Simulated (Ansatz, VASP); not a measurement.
## Two plane-wave programs on GdB

```xyz
2
Lattice="0.0000 2.6463 2.6463 2.6463 0.0000 2.6463 2.6463 2.6463 0.0000" Properties=species:S:1:pos:R:3 pbc="T T T"
Gd    2.6463    2.6463    2.6463
B     0.0000    0.0000    0.0000
```

Alike in both runs: task single point; functional PBEsol; k mesh 10 × 10 × 10; occupations gaussian, width 0.05 eV; collinear spin.

|  | VASP | Ansatz |
| --- | --- | --- |
| version | VASP 6.6.1 | Ansatz 0.2.0 |
| potentials or method | VASP PAW PBE potentials, release 64 (Gd, B), cutoff 520 eV | scalar-relativistic, plane waves, PAW |
| valence electrons in the cell | 21 | 21 |

VASP gave:

```
gap on the k mesh at the Fermi level (eV)                     : none
pressure (GPa)                                                : 0.9
net moment per atom (μB)                                      : 4.07
size of the moment on the site where the two differ most (μB) : 0.24
```

Q: Which values does Ansatz return?

A: gap on the k mesh at the Fermi level (eV): none; pressure (GPa): 0.7; net moment per atom (μB): 4.08; size of the moment on the site where the two differ most (μB): 0.41.

VASP's potentials were made for PBE, not for PBEsol. Site moments also hang on the region over which each program counts them. A gap of «none» marks a metal or a gap that the smearing closes. Ansatz's warnings: given moment on shells.

Spin-orbit coupling is off throughout.
